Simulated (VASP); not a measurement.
# HfO2 in VASP: further runs

Aim: see how the results for HfO2 move with the level of theory and the settings. Levels: PBE, r2SCAN. Tasks: single point.

All numbers are computed with VASP 6.6.1; they aren't measurements. Logs are shortened: lines on timing, memory, paths and dates and some standing lists are left out, and cuts for length are marked.

### 1 The cell of the first run

Symmetry: Fm-3m, No. 225, cubic system. The conventional cell has a = 5.058 Å, b = 5.058 Å, c = 5.058 Å, α = 90.00°, β = 90.00°, γ = 90.00°. Within 2.9 Å of Hf (site symmetry m-3m) lie 8 O at 2.19 Å. Within 2.9 Å of O (site symmetry -43m) lie 4 Hf at 2.19 Å and 6 O at 2.53 Å.

### 2 Single point, PBE

INCAR reads:

```
  PREC = Accurate
  ENCUT = 520
  EDIFF = 1E-6
  ISMEAR = -1
  SIGMA = 0.02
  LREAL = False
  LASPH = True
  NELM = 60
  ALGO = Normal
  ISIF = 2
  LWAVE = False
  LCHARG = False
  GGA = PE
  NBANDS = 18
```

KPOINTS reads:

```
Automatic mesh
0
Gamma
  8 8 8
```

POSCAR reads:

```
HfO2
1.0
    0.0000000000      2.5291823184      2.5291823184
    2.5291823184      0.0000000000      2.5291823184
    2.5291823184      2.5291823184      0.0000000000
Hf O
1 2
Direct
    0.0000000000      0.0000000000      0.0000000000
    0.2500000000      0.2500000000      0.2500000000
    0.7500000000      0.7500000000      0.7500000000
```

Potentials or basis: VASP PAW PBE potentials, release 64 (Hf_pv, O).

Command:

```
$ cat potpaw_PBE.64/Hf_pv/POTCAR potpaw_PBE.64/O/POTCAR > POTCAR
$ mpirun -np 1 vasp_std > vasp.out
```

OUTCAR:

```text
PREC = Accurate
   ENCUT = 520
   EDIFF = 1E-6
   ISMEAR = -1
   LREAL = False
   LASPH = True
   NELM = 60
   ISIF = 2
   GGA = PE

 ion  position               nearest neighbor table
   1  0.000  0.000  0.000-   3 2.19   3 2.19   3 2.19   2 2.19   3 2.19   2 2.19   2 2.19   2 2.19

   2  0.250  0.250  0.250-   1 2.19   1 2.19   1 2.19   1 2.19
   3  0.750  0.750  0.750-   1 2.19   1 2.19   1 2.19   1 2.19

  LATTYP: Found a face centered cubic cell.
 ALAT       =     5.0583646368

  Lattice vectors:

 A1 = (   0.0000000000,   2.5291823184,   2.5291823184)
 A2 = (   2.5291823184,   0.0000000000,   2.5291823184)
 A3 = (   2.5291823184,   2.5291823184,   0.0000000000)

Analysis of symmetry for initial positions (statically):
=====================================================================
 Subroutine PRICEL returns:
 Original cell was already a primitive cell.

 Routine SETGRP: Setting up the symmetry group for a
 face centered cubic supercell.

 Subroutine GETGRP returns: Found 48 space group operations
 (whereof 48 operations were pure point group operations)
 out of a pool of 48 trial point group operations.

The static configuration has the point symmetry O_h .

Analysis of symmetry for dynamics (positions and initial velocities):
=====================================================================
 Subroutine PRICEL returns:
 Original cell was already a primitive cell.

 Routine SETGRP: Setting up the symmetry group for a
 face centered cubic supercell.

 Subroutine GETGRP returns: Found 48 space group operations
 (whereof 48 operations were pure point group operations)
 out of a pool of 48 trial point group operations.

The dynamic configuration has the point symmetry O_h .

 Subroutine INISYM returns: Found 48 space group operations
 (whereof 48 operations are pure point group operations),
 and found     1 'primitive' translations

----------------------------------------------------------------------------------------

                                     Primitive cell

  volume of cell :      32.3572

  direct lattice vectors                    reciprocal lattice vectors
     0.000000000  2.529182318  2.529182318    -0.197692352  0.197692352  0.197692352
     2.529182318  0.000000000  2.529182318     0.197692352 -0.197692352  0.197692352
     2.529182318  2.529182318  0.000000000     0.197692352  0.197692352 -0.197692352

  length of vectors
     3.576803936  3.576803936  3.576803936     0.342413197  0.342413197  0.342413197

  position of ions in fractional coordinates (direct lattice)
     0.000000000  0.000000000  0.000000000
     0.250000000  0.250000000  0.250000000
     0.750000000  0.750000000  0.750000000

  ion indices of the primitive-cell ions
   primitive index   ion index
                 1           1
                 2           2
                 3           3

----------------------------------------------------------------------------------------

 KPOINTS: Automatic mesh

Automatic generation of k-mesh.
 Grid dimensions read from file:
 generate k-points for:    8    8    8

 Generating k-lattice:

  Cartesian coordinates                     Fractional coordinates (reciprocal lattice)
    -0.024711544  0.024711544  0.024711544     0.125000000  0.000000000  0.000000000
     0.024711544 -0.024711544  0.024711544     0.000000000  0.125000000  0.000000000
     0.024711544  0.024711544 -0.024711544     0.000000000  0.000000000  0.125000000

  Length of vectors
     0.042801650  0.042801650  0.042801650

  Shift w.r.t. Gamma in fractional coordinates (k-lattice)
     0.000000000  0.000000000  0.000000000

 Subroutine IBZKPT returns following result:
 ===========================================

 Found     29 irreducible k-points:

 Following reciprocal coordinates:
            Coordinates               Weight
  0.000000  0.000000  0.000000      1.000000
  0.125000  0.000000  0.000000      8.000000
  0.250000  0.000000  0.000000      8.000000
  0.375000  0.000000  0.000000      8.000000
  0.500000  0.000000  0.000000      4.000000
  0.125000  0.125000  0.000000      6.000000
[... 16 lines left out ...]
  0.500000  0.250000  0.125000     48.000000
 -0.375000  0.250000  0.125000     24.000000
 [... further k-points ...]
   k-points           NKPTS =     29   k-points in BZ     NKDIM =     29   number of bands    NBANDS=     18
   number of dos      NEDOS =    301   number of ions     NIONS =      3
   total plane-waves  NPLWV =  21952
   dimension x,y,z NGX =    28 NGY =   28 NGZ =   28
   dimension x,y,z NGXF=    56 NGYF=   56 NGZF=   56
   ions per type =               1   2
   NGX,Y,Z   is equivalent  to a cutoff of  13.01, 13.01, 13.01 a.u.
   NGXF,Y,Z  is equivalent  to a cutoff of  26.03, 26.03, 26.03 a.u.
 SYSTEM =  unknown system
   PREC   = accura    normal or accurate (medium, high low for compatibility)
   ISTART =      0    job   : 0-new  1-cont  2-samecut
   ICHARG =      2    charge: 1-file 2-atom 10-const
   ISPIN  =      1    spin polarized calculation?
   LNONCOLLINEAR =      F non collinear calculations
   LSORBIT =      F    spin-orbit coupling
   LASPH  =      T    aspherical Exc in radial PAW
   ENCUT  =  520.0 eV  38.22 Ry    6.18 a.u.   6.65  6.65  6.65*2*pi/ulx,y,z
   NELM   =     60;   NELMIN=  2; NELMDL= -5     # of ELM steps
   EDIFF  = 0.1E-05   stopping-criterion for ELM
   LREAL  =      F    real-space projection
   EDIFFG = 0.1E-04   stopping-criterion for IOM
   NSW    =      0    number of steps for IOM
   IBRION =     -1    ionic relax: 0-MD 1-quasi-New 2-CG
   NFREE  =      0    steps in history (QN), initial steepest desc. (CG)
   ISIF   =      2    stress and relaxation
   ISYM   =      2    0-nonsym 1-usesym 2-fastsym
   POTIM  = 0.5000    time-step for ionic-motion
   TEBEG  =    0.0;   TEEND  =   0.0 temperature during run
   PSTRESS=    0.0 pullay stress
   NELECT =      22.0000    total number of electrons
   NUPDOWN=      -1.0000    fix difference up-down
   EMIN   =  10.00;   EMAX   =-10.00  energy-range for DOS
   EFERMI =   0.00;   METHOD = LEGACY
   ISMEAR =    -1;   SIGMA  =   0.02  broadening in eV -4-tet -1-fermi 0-gaus
   EFERMI_NEDOS =   21; number of points for ismear=-14 and -15
   IALGO  =     38    algorithm
   IMIX   =      4    mixing-type and parameters
     AMIX     =   0.40;   BMIX     =  1.00
     AMIX_MAG =   1.60;   BMIX_MAG =  1.00
  volume/ion in A,a.u.               =      10.79        72.79
  Fermi-wavevector in a.u.,A,eV,Ry     =   1.439546  2.720348 28.195259  2.072293
  Thomas-Fermi vector in A             =   2.558390
   LORBIT       =      0    0 simple, 1 ext, 2 COOP (PROOUT), +10 PAW based schemes
   GGA     = PE    functional components
   LHFCALC =     F    Hartree Fock is set to
   AEXX    =    0.0000 exact exchange contribution
   IVDW    =     0    specifies the selected vdW correction
   LEPSILON=     F    determine dielectric tensor
   LRPA    =     F    only Hartree local field effects (RPA)
 non-spin polarized calculation
  energy-cutoff  :      520.00
  volume of cell :       32.36
 maximum number of plane-waves:       893
   NGX = 13   NGY = 13   NGZ = 13

 number of electron      21.9999992 magnetization

 Free energy of the ion-electron system (eV)
  ---------------------------------------------------
  ext. energy  EPLUGINS =         0.00000000
  ---------------------------------------------------
  free energy    TOTEN  =       -30.24606166 eV

  energy without entropy =      -30.24606166  energy(sigma->0) =      -30.24606166

 E-fermi :   4.8549     XC(G=0): -11.8756

 val. band max:        4.3382397091   @ k =   0.5000   0.5000   0.0000
 cond. band min:       8.1585673107   @ k =   0.5000   0.5000   0.0000
 fundamental gap:      3.8203276015
 Fermi energy:         4.8549322155

 k-point     1 :       0.0000    0.0000    0.0000
  band No.  band energies     occupation
      1     -25.3170      2.00000
      2     -25.3170      2.00000
      3     -25.3170      2.00000
      4     -14.4374      2.00000
      5     -11.3695      2.00000
      6      -1.0466      2.00000
[... 10 lines left out ...]
     17      14.8479      0.00000
     18      17.8699      0.00000

 k-point     2 :       0.1250    0.0000    0.0000
  band No.  band energies     occupation
      1     -25.3868      2.00000
      2     -25.3245      2.00000
      3     -25.3245      2.00000
      4     -14.2254      2.00000
      5     -11.5421      2.00000
      6      -0.8948      2.00000
[... 10 lines left out ...]
     17      14.5787      0.00000
     18      17.8430      0.00000

 k-point     3 :       0.2500    0.0000    0.0000
  band No.  band energies     occupation
      1     -25.5487      2.00000
      2     -25.3427      2.00000
      3     -25.3427      2.00000
      4     -13.7253      2.00000
      5     -11.8878      2.00000
      6      -0.5198      2.00000
[... 10 lines left out ...]
     17      14.0963      0.00000
     18      17.0779      0.00000

 k-point     4 :       0.3750    0.0000    0.0000
  band No.  band energies     occupation
      1     -25.7019      2.00000
      2     -25.3608      2.00000
      3     -25.3608      2.00000
      4     -13.3018      2.00000
      5     -12.0791      2.00000
      6      -0.1474      2.00000
[... 375 lines left out ...]
      4     -13.2945      2.00000
      5     -12.1476      2.00000
      6      -0.5167      2.00000
[... 10 lines left out ...]
     17      14.2734      0.00000
     18      17.6219      0.00000

 k-point    23 :       0.5000    0.2500    0.1250
  band No.  band energies     occupation
      1     -25.6728      2.00000
      2     -25.4737      2.00000
      3     -25.3865      2.00000
      4     -12.9081      2.00000
      5     -12.2972      2.00000
      6      -0.5194      2.00000
[... 10 lines left out ...]
     17      15.1771      0.00000
     18      17.4920      0.00000

 k-point    24 :      -0.3750    0.2500    0.1250
  band No.  band energies     occupation
      1     -25.7022      2.00000
      2     -25.4965      2.00000
      3     -25.3967      2.00000
      4     -12.8274      2.00000
      5     -12.2625      2.00000
      6      -0.5223      2.00000
[... 10 lines left out ...]
     17      15.3725      0.00000
     18      17.4978      0.00000

 [... further k-points ...]
[... 5 lines left out ...]
  --------------------------------------------------------------------------------------
  -------------------------------------------------------------------------------------
  Total        0.4328347      0.4328347      0.4328347      0.0000000      0.0000000     -0.0000000
  in kB       21.4319772     21.4319772     21.4319772      0.0000000      0.0000000     -0.0000000
  external PRESSURE =      21.4319772 kB  Pullay stress =       0.0000000 kB

 VOLUME and BASIS-vectors are now :
 -----------------------------------------------------------------------------
  energy-cutoff  :      520.00
  volume of cell :       32.36
      direct lattice vectors                 reciprocal lattice vectors
     0.000000000  2.529182318  2.529182318    -0.197692352  0.197692352  0.197692352
     2.529182318  0.000000000  2.529182318     0.197692352 -0.197692352  0.197692352
     2.529182318  2.529182318  0.000000000     0.197692352  0.197692352 -0.197692352

 POSITION                                       TOTAL-FORCE (eV/Angst)
 -----------------------------------------------------------------------------------
      0.00000      0.00000      0.00000        -0.000000     -0.000000     -0.000000
      1.26459      1.26459      1.26459         0.000000      0.000000     -0.000000
      3.79377      3.79377      3.79377        -0.000000     -0.000000      0.000000
 -----------------------------------------------------------------------------------
    total drift:                                0.000000      0.000000      0.000000

  FREE ENERGIE OF THE ION-ELECTRON SYSTEM (eV)
  ---------------------------------------------------
  free  energy   TOTEN  =       -30.2460616631 eV

  energy  without entropy=      -30.2460616631  energy(sigma->0) =      -30.24606166
```

It took 12 s on 1 thread of Intel Xeon Platinum 8375C at 2.90GHz (Ice Lake), shared host; peak memory 0.16 GiB.

What came out:

```yaml
Free_energy: -30.2461 eV
Pressure: 2.1 GPa
Band_gap_on_the_k_mesh: 3.82 eV, direct
```

Caveat: spin-orbit coupling is left out, which moves the levels of the heavy elements. A k mesh can miss the band edges.

(Continued in part 2 of 2.)
